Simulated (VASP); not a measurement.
# BiP: single point with PBE

Crystal: BiP.

```
Bi P
1.0
     3.84300    0.00000    0.00000
    -1.92150    3.32814    0.00000
     0.00000    0.00000    4.45186
Bi P
1 1
Direct
  0.00675 0.01372 0.50301
  0.00433 0.01749 0.00382
```

This cell differs from its parent crystal: atoms moved at random.

- Program: VASP 6.6.1
- Task: single point
- Functional: PBE
- Potentials or basis: VASP PAW PBE potentials, release 64 (Bi_d, P)
- Cutoff: 500 eV
- k mesh: 8 × 8 × 6
- Occupations: fermi-dirac, width 0.05 eV
- Spin: no spin polarisation

- Pressure: 19.7 GPa
- Largest force: 0.184 eV/Å
- Band gap on the k mesh: zero (bands 10 and 11 overlap by 3.28 eV)

Forces on the atoms (eV/Å):
```
Bi   0.100 -0.076  0.134
P   -0.100  0.076 -0.134
```

Stress tensor (GPa, compression positive):
```
 2.15  0.00  0.01
 0.00  2.15  0.00
 0.01  0.00 54.89
```

Levels at points of the mesh, in eV from the Fermi level:
| k point | band 6 | band 7 | band 8 | band 9 | band 10 | band 11 | band 12 | band 13 | band 14 | band 15 |
| --- | --- | --- | --- | --- | --- | --- | --- | --- | --- | --- |
| (0.00, 0.00, 0.00) | -14.31 | -6.42 | -5.80 | -1.30 | -1.30 | 3.61 | 5.35 | 5.35 | 7.40 | 7.40 |
| (0.50, 0.00, 0.00) | -13.44 | -5.92 | -5.17 | -4.82 | -2.20 | 0.95 | 3.74 | 4.07 | 5.04 | 8.70 |
| (0.00, 0.50, 0.00) | -13.44 | -5.92 | -5.17 | -4.81 | -2.20 | 0.95 | 3.74 | 4.06 | 5.04 | 8.70 |
| (0.50, 0.50, 0.00) | -13.44 | -5.92 | -5.18 | -4.81 | -2.20 | 0.95 | 3.76 | 4.05 | 5.03 | 8.70 |
| (0.00, 0.00, 0.50) | -12.94 | -11.82 | 0.35 | 0.35 | 1.70 | 1.71 | 2.93 | 4.10 | 4.91 | 7.11 |
| (0.50, 0.00, 0.50) | -11.98 | -11.22 | -3.44 | -2.73 | -0.35 | 0.34 | 4.01 | 4.96 | 5.57 | 6.23 |
| (0.00, 0.50, 0.50) | -11.98 | -11.22 | -3.44 | -2.73 | -0.35 | 0.34 | 4.01 | 4.96 | 5.58 | 6.23 |
| (0.50, 0.50, 0.50) | -11.98 | -11.22 | -3.44 | -2.73 | -0.35 | 0.34 | 4.00 | 4.96 | 5.58 | 6.24 |

Run time: 81 s on 1 thread of Intel(R) Xeon(R) Platinum 8375C CPU @ 2.90GHz (Ice Lake), on a shared host, peak memory 0.29 GiB.

Caveat: the cell differs from its parent crystal (atoms moved at random); the stress differs along the axes, from 2 to 55 GPa; spin-orbit coupling is left out, which moves the levels of the heavy elements.
